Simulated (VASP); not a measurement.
**AlN: single point with PBEsol**

AlN:

```
Al N
1.0
     3.36090    0.00000    0.00000
    -1.68045    2.91062    0.00000
     0.00000    0.00000    4.22280
Al N
2 2
Direct
  0.33333 0.66667 0.75000
  0.66667 0.33333 0.25000
  0.33333 0.66667 0.25000
  0.66667 0.33333 0.75000
```

```yaml
Program: VASP 6.6.1
Task: single point
Functional: PBEsol
Potentials_or_basis: VASP PAW PBE potentials, release 64 (Al, N)
Cutoff: 520 eV
k_mesh: 9 × 9 × 6
Occupations: gaussian, width 0.05 eV
Spin: no spin polarisation
```

```yaml
Pressure: -10.7 GPa
Band_gap_on_the_k_mesh: 2.93 eV, direct
```

Stress tensor (GPa, compression positive):
```
-11.22   0.00   0.00
  0.00 -11.22   0.00
  0.00   0.00  -9.72
```

Levels at points of the mesh, in eV from the valence-band top:
```
           k point  band 6  band 7  band 8  band 9  band 10  band 11
(0.00, 0.00, 0.00)   -1.51   -1.51    0.00    2.93     4.04     7.93
(0.00, 0.00, 0.50)   -2.38   -2.38   -2.38    5.36     5.36     8.12
```

Run time: 21 s on 1 thread of Intel Xeon 6975P-C, with other jobs on the host, peak memory 0.17 GiB.

Caveat: the PAW data sets were made with another functional, which shifts forces and pressure a little.
